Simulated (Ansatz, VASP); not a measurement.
## One calculation of CsI, two programs

```xyz
2
Lattice="4.5667 0.0000 0.0000 0.0000 4.5667 0.0000 0.0000 0.0000 4.5667" Properties=species:S:1:pos:R:3 pbc="T T T"
Cs    0.0000    0.0000    0.0000
I     2.2833    2.2833    2.2833
```

Alike in both runs: task single point; functional BLYP; k mesh 4 × 4 × 4; no spin polarisation.

```csv
,VASP,Ansatz
version,VASP 6.6.1,Ansatz 0.2.0
potentials or method,"VASP PAW PBE potentials, release 64 (Cs_sv, I)","plane waves, PAW"
plane-wave cutoff (eV),500,420
occupations,"gaussian, width 0.01 eV",fixed
valence electrons in the cell,16,26
```

|  | VASP | Ansatz | Ansatz less VASP |
| --- | --- | --- | --- |
| pressure (GPa) | 2.0 | 2.0 | -0.08 |

VASP's potentials were made for PBE, not for BLYP. VASP's potentials hold 16 valence electrons a cell and Ansatz's 26, so a difference there can come from the potentials and not from the codes.

Neither program's run includes spin-orbit coupling.
